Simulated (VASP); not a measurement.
Ca: single point with PBE

The system is Ca.

```xyz
1
Lattice="-2.1929 2.1929 2.1929 2.1929 -2.1929 2.1929 2.1929 2.1929 -2.1929" Properties=species:S:1:pos:R:3 pbc="T T T"
Ca    0.0000    0.0000    0.0000
```

```json
{
 "Program": "VASP 6.6.1",
 "Task": "single point",
 "Functional": "PBE",
 "Potentials or basis": "VASP PAW PBE potentials, release 64 (Ca_sv)",
 "Cutoff": "520 eV",
 "k mesh": "11 × 11 × 11",
 "Occupations": "fermi-dirac, width 0.136057 eV",
 "Spin": "no spin polarisation",
 "Dipole correction": "no",
 "Further INCAR settings": "ALGO = Normal; EDIFF = 1e-06; NBANDS = 11"
}
```

- Pressure: 0.0 GPa
- Band gap on the k mesh: zero (band 5 reaches 2.28 eV, above the bottom of band 6 at 1.99 eV)

Levels at points of the mesh, in eV from the Fermi level:
| k point | band 3 | band 4 | band 5 | band 6 | band 7 | band 8 |
| --- | --- | --- | --- | --- | --- | --- |
| (0.00, 0.00, 0.00) | -22.92 | -22.92 | -4.03 | 2.34 | 2.34 | 2.34 |

It took 9.5 s on 1 thread of Intel(R) Xeon(R) 6975P-C (Granite Rapids), on a shared host, peak memory 0.16 GiB.
